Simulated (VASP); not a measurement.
Here is a VASP 6.6.1 calculation.

Contents of INCAR:

```
PREC = Accurate
ENCUT = 520
EDIFF = 1E-6
ISMEAR = -1
SIGMA = 0.05
LREAL = False
LASPH = True
NELM = 60
ALGO = Fast
ISIF = 2
LWAVE = False
LCHARG = False
GGA = PE
NBANDS = 29
```

The input KPOINTS:

```
regular mesh
0
Gamma
  5 5 5
```

POSCAR

```
Rb2Mg
1.0
   -5.0025420000      5.0025420000      3.5813310000
    5.0025420000     -5.0025420000      3.5813310000
    5.0025420000      5.0025420000     -3.5813310000
Rb Mg
4 2
Direct
    0.8344490000      0.3344490000      0.1688980000
    0.1655510000      0.6655510000      0.8311020000
    0.3344490000      0.1655510000      0.5000000000
    0.6655510000      0.8344490000      0.5000000000
    0.2500000000      0.2500000000      0.0000000000
    0.7500000000      0.7500000000      0.0000000000
```

Potentials or basis: VASP PAW PBE potentials, release 64 (Rb_sv, Mg).

Run with:

```sh
$ cat potpaw_PBE.64/Rb_sv/POTCAR potpaw_PBE.64/Mg/POTCAR > POTCAR
$ mpirun -np 1 vasp_std > vasp.out
```

Estimate the pressure.

0.0 GPa.

Predict the largest force.

0.008 eV/Å.

What does it give for the band gap on the k mesh?

Zero (bands 20 and 21 overlap by 0.59 eV).

Forces in eV/Å, atoms in the order of the input:
```
Rb  -0.006 -0.006  0.000
Rb   0.006  0.006  0.000
Rb   0.006 -0.006  0.000
Rb  -0.006  0.006  0.000
Mg   0.000  0.000  0.000
Mg   0.000  0.000  0.000
```
